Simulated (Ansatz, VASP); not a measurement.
**Cr in VASP and in Ansatz**

```
Cr
1.0
     4.36443    0.00000    0.00000
    -2.18222    3.77971    0.00000
     0.00000    0.00000    2.36398
Cr
3
Cartesian
  -2.1822 3.7797 0.0000
  0.0000 2.5198 1.1820
  2.1822 1.2599 1.1820
```

Alike in both runs: task single point; functional revPBE; k mesh 10 × 10 × 15; occupations fermi-dirac, width 0.1 eV; no spin polarisation.

|  | VASP | Ansatz |
| --- | --- | --- |
| version | VASP 6.6.1 | Ansatz 0.2.0 |
| potentials or method | VASP PAW PBE potentials, release 64 (Cr_pv), cutoff 520 eV | plane waves (420 eV) with PAW, scalar-relativistic |
| valence electrons in the cell | 36 | 42 |

|  | VASP | Ansatz | Ansatz less VASP |
| --- | --- | --- | --- |
| pressure (GPa) | -14.9 | -14.7 | +0.28 |
| traceless stress, the component that is largest in VASP (GPa) | -0.43 | -0.33 | +0.104 |

VASP's potentials were made for PBE, not for revPBE. VASP's potentials hold 36 valence electrons a cell and Ansatz's 42, so a difference there can come from the potentials and not from the codes.
